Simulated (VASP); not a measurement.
Runs of VASP 6.6.1 on CoO. The structure is that of space group Fm-3m (No. 225), or close to it. The cells are those of the table. 

```tsv
task	level	cell	cutoff (eV)	gap on the mesh (eV)	pressure (GPa)	moment (μB)
relaxation of shape and atoms at fixed volume	PBE+U	relaxed from a = 2.998 Å, angles 119.6, 119.6, 90.7°, 2 atoms	600	none	1.3	3.00
relaxation of shape and atoms at fixed volume	revPBE+D3(BJ)+U	relaxed from a = 3.051, b = 3.020 Å, angles 120.3, 120.0, 90.0°, 2 atoms	600	none	-8.1	3.00
single point	revPBE+D3(BJ)+U	a = 3.051, b = 3.020 Å, angles 120.3, 120.0, 90.0°, 2 atoms	520	none	-7.8	3.00
relaxation of shape and atoms at fixed volume	revPBE+D3(BJ)+U	relaxed from a = 3.031, b = 3.001 Å, angles 120.3, 120.0, 90.0°, 2 atoms	600	none	-4.9	3.00
single point	revPBE+D3(BJ)+U	a = 3.031, b = 3.001 Å, angles 120.3, 120.0, 90.0°, 2 atoms	520	none	-4.6	3.00
relaxation of shape and atoms at fixed volume	revPBE+D3(BJ)+U	relaxed from a = 3.017, b = 2.990 Å, angles 120.3, 120.0, 90.0°, 2 atoms	600	(a)	103.3	3.00
single point	revPBE+D3(BJ)+U	a = 3.051, b = 3.021 Å, angles 120.3, 120.0, 90.0°, 2 atoms	520	none	-7.9	3.00
```

Alike in all rows: potentials or basis VASP PAW PBE potentials, release 64 (Co, O); spin collinear, ferromagnetic start; Co d U = 3.3 eV; k mesh 10 × 10 × 10; smearing gaussian 0.05 eV.

Q: Estimate the missing entries.

A: (a) 1.42.

Caveats: a cell with one magnetic atom can't hold antiferromagnetic order, which such compounds often take; the PAW data sets were made with another functional, which shifts forces and pressure a little (at least some runs); the cell stands under tension (at least some runs); the relaxation stopped at its first step, so nothing moved (at least some runs); the electronic state changed during the relaxation (at least some runs).

A k mesh can miss the band edges.

A gap of «none» marks levels without a gap at the run's occupations.
